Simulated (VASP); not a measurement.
BN, 4 atoms in the cell. The structure is hexagonal, space group P6_3mc (No. 186). Conventional cell: a = 2.536 Å, b = 2.536 Å, c = 4.199 Å, α = 90.00°, β = 90.00°, γ = 120.00°. B (site symmetry 3m) has 4 N at 1.56 to 1.57 Å within 2.1 Å. Within 2.1 Å of N (site symmetry 3m) lie 4 B at 1.56 to 1.57 Å. 

* Program: VASP 6.6.1
* Task: single point
* Functional: PBE
* Potentials or basis: VASP PAW PBE potentials, release 64 (B, N)
* Cutoff: 600 eV
* k mesh: 12 × 12 × 4
* Occupations: gaussian, width 0.01 eV
* Spin: no spin polarisation
* Dipole correction: no
* Further INCAR settings: ALGO = Normal; EDIFF = 1e-06; NBANDS = 16

Potentials or basis: VASP PAW PBE potentials, release 64 (B, N).

The run is started by

```console
$ cat potpaw_PBE.64/B/POTCAR potpaw_PBE.64/N/POTCAR > POTCAR
$ mpirun -np 1 vasp_std > vasp.out
```

Hardware: 1 thread of Intel Xeon 8259CL, on a shared host.

Task: How long does it take, and how much memory?

Result: It took 29 s on 1 thread of Intel Xeon 8259CL, with other jobs on the host, peak memory 0.15 GiB. Counts: scf iterations 13, k points 57.
